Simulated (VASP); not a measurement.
# GaAs (F-43m) in VASP: further runs, part 2 of 2

VASP 6.6.1. Earlier steps stand in the parts before.

## (4) Vibrations by perturbation theory, PBEsol

This run uses another cell than the first one, of 23.35 Å³/atom, 1.059 times its volume.

INCAR reads:

```
ALGO     = Normal         # electronic algorithm
EDIFF    = 1E-8           # SCF threshold, eV
ENCUT    = 520            # plane-wave cutoff, eV
GGA      = PS             # functional
IBRION   = 8              # ionic algorithm
ISIF     = 2              # what is computed and relaxed
ISMEAR   = 0              # smearing method
LASPH    = T              # aspherical terms in the spheres
LCHARG   = F              # write CHGCAR
LREAL    = F              # projectors in reciprocal space
LWAVE    = F              # write WAVECAR
NELM     = 80             # most SCF steps
NSW      = 1              # ionic steps
PREC     = Accurate       # precision mode
SIGMA    = 0.01           # smearing width, eV
```

KPOINTS reads:

```
k-points
0
Gamma
  8 8 8
```

POSCAR reads:

```
GaAs
1.0
    2.8581826246      2.8581826246      0.0000000000
   -2.8581826246      2.8581826246      0.0000000000
    0.0000000000      2.8581826246      2.8581826246
Ga As
1 1
Direct
    0.0000000000      0.0000000000      0.0000000000
    0.7500000000      0.2500000000      0.5000000000
```

Potentials or basis: VASP PAW PBE potentials, release 64 (Ga_d, As).

Launch:

```bash
$ cat potpaw_PBE.64/Ga_d/POTCAR potpaw_PBE.64/As/POTCAR > POTCAR
$ mpirun -np 1 vasp_std > vasp.out
```

OUTCAR:

```text
EDIFF = 1E-8
   ENCUT = 520
   GGA = PS
   IBRION = 8
   ISIF = 2
   ISMEAR = 0
   LASPH = T
   LREAL = F
   NELM = 80
   NSW = 1
   PREC = Accurate

 ion  position               nearest neighbor table
   1  0.000  0.000  0.000-   2 2.48   2 2.48   2 2.48   2 2.48
   2  0.750  0.250  0.500-   1 2.48   1 2.48   1 2.48   1 2.48

  LATTYP: Found a face centered cubic cell.
 ALAT       =     5.7163652492

  Lattice vectors:

 A1 = (   0.0000000000,   2.8581826246,   2.8581826246)
 A2 = (   2.8581826246,   0.0000000000,   2.8581826246)
 A3 = (   2.8581826246,   2.8581826246,   0.0000000000)

Analysis of symmetry for initial positions (statically):
=====================================================================
 Subroutine PRICEL returns:
 Original cell was already a primitive cell.

 Routine SETGRP: Setting up the symmetry group for a
 face centered cubic supercell.

 Subroutine GETGRP returns: Found 24 space group operations
 (whereof 24 operations were pure point group operations)
 out of a pool of 48 trial point group operations.

The static configuration has the point symmetry T_d .

Analysis of symmetry for dynamics (positions and initial velocities):
=====================================================================
 Subroutine PRICEL returns:
 Original cell was already a primitive cell.

 Routine SETGRP: Setting up the symmetry group for a
 face centered cubic supercell.

 Subroutine GETGRP returns: Found 24 space group operations
 (whereof 24 operations were pure point group operations)
 out of a pool of 48 trial point group operations.

[... 567 lines left out ...]
    total drift:                               -0.000000     -0.000000     -0.000000

  FREE ENERGIE OF THE ION-ELECTRON SYSTEM (eV)
  ---------------------------------------------------
  free  energy   TOTEN  =        -9.0799174733 eV

  energy  without entropy=       -9.0799174733  energy(sigma->0) =       -9.07991747

[... ionic steps 2 to 3 ...]

--------------------------------------- Ionic step        4  -------------------------------------------

------------------------ aborting loop because EDIFF is reached ----------------------------------------

[... ionic steps 5 to 6 ...]

--------------------------------------- Ionic step        7  -------------------------------------------

 Free energy of the ion-electron system (eV)
  ---------------------------------------------------
  ---------------------------------------------------
  free energy    TOTEN  =        -0.04367211 eV

  energy without entropy =       -0.04367211

------------------------ aborting loop because EDIFF is reached ----------------------------------------

 INTERNAL STRAIN TENSOR  FOR ION    2  DIRECTION 1   (eV/Angst):
 -----------------------------------------------------------------------------
     0.00327  0.00000  0.00000
     0.00000 -0.00545  5.88541
     0.00000  5.88541 -0.00545

 INTERNAL STRAIN TENSOR FOR ION    2 for displacements in x,y,z  (eV/Angst):
          X           Y           Z          XY          YZ          ZX
  --------------------------------------------------------------------------------
  x     0.00000    -0.00000    -0.00000     0.00000     5.88541     0.00000
  y     0.00000     0.00000     0.00000     0.00000     0.00000     5.88541
  z    -0.00000    -0.00000     0.00000     5.88541     0.00000     0.00000

 SECOND DERIVATIVES (NOT SYMMETRIZED)
 ------------------------------------
               1X          1Y          1Z          2X          2Y          2Z
  1X    -8.537288    0.000000    0.000000    8.537288    0.000000    0.000000
  1Y     0.000000   -8.537288    0.000000    0.000000    8.537288    0.000000
  1Z     0.000000    0.000000   -8.537288    0.000000    0.000000    8.537288
  2X     8.568572   -0.000000    0.000000   -8.568572    0.000000   -0.000000
  2Y     0.000000    8.568572   -0.000000   -0.000000   -8.568572    0.000000
  2Z     0.000000   -0.000000    8.568572   -0.000000    0.000000   -8.568572

 Eigenvectors and eigenvalues of the dynamical matrix
 ----------------------------------------------------

   1 f  =    7.607695 THz    47.800556 2PiTHz  253.765383 cm-1    31.462883 meV
             X         Y         Z           dx          dy          dz
      0.000000  0.000000  0.000000    -0.087119   -0.589429    0.402545
      1.429091  4.287274  1.429091     0.084196    0.569651   -0.389038
[... 21 lines left out ...]
   6 f/i=    0.006953 THz     0.043684 2PiTHz    0.231913 cm-1     0.028753 meV
             X         Y         Z           dx          dy          dz
      0.000000  0.000000  0.000000     0.694912    0.006005   -0.001552
      1.429091  4.287274  1.429091     0.719039    0.006213   -0.001606

--------------------------------------------------------------------------------------------------------

 ELASTIC MODULI CONTR FROM IONIC RELAXATION (kBar)
 Direction    XX          YY          ZZ          XY          YZ          ZX
 --------------------------------------------------------------------------------
 XX          -0.0000      0.0000      0.0000     -0.0000      0.0000      0.0000
 YY           0.0000     -0.0000      0.0000     -0.0000     -0.0000     -0.0000
 ZZ           0.0000      0.0000     -0.0000      0.0000     -0.0000      0.0000
 XY          -0.0000     -0.0000      0.0000   -137.4952     -0.0000     -0.0000
 YZ           0.0000     -0.0000     -0.0000     -0.0000   -137.4952     -0.0000
 ZX           0.0000     -0.0000      0.0000     -0.0000     -0.0000   -137.4952
 --------------------------------------------------------------------------------
```

stdout:

```text
POSCAR found type information on POSCAR GaAs
 POSCAR found :  2 types and       2 ions
 scaLAPACK will be used
 -----------------------------------------------------------------------------
|                                                                             |
|                                                                             |
|     You enforced a specific xc type in the INCAR file but a different       |
|     I HOPE YOU KNOW WHAT YOU ARE DOING!                                     |
|                                                                             |
 -----------------------------------------------------------------------------

 LDA part: xc-table for (Slater+PW92), standard interpolation
 POSCAR, INCAR and KPOINTS ok, starting setup
 FFT: planning ... GRIDC
 FFT: planning ... GRID_SOFT
 FFT: planning ... GRID
 WAVECAR not read
 entering main loop
 Linear response reoptimize wavefunctions to high precision
 Linear response DOF=           2
 Linear response progress:
 first order change of Fermi-energy   0.18715E-03
 force on displaced ion       1 direction 1 :  -8.537   0.000  -0.000
 Linear response progress:
 first order change of Fermi-energy  -0.30836E-03
 force on displaced ion       2 direction 1 :  -8.569   0.000  -0.000
 Linear response finished
```

It took 3.6 min on 1 thread of Intel Xeon Platinum 8375C at 2.90GHz (Ice Lake), shared host; peak memory 0.3 GiB.

Results:

```
Highest phonon frequency at Γ, LO-TO splitting left out : 254 cm⁻¹
```

Phonon frequencies in cm⁻¹ (negative: imaginary):
| q point | frequencies |
| --- | --- |
| (0.000, 0.000, 0.000) | 0 0 0 254 254 254 |

Caveat: the cell wasn't relaxed at this level first, which shifts response properties; the PAW data sets were made with another functional, which shifts forces and pressure a little.
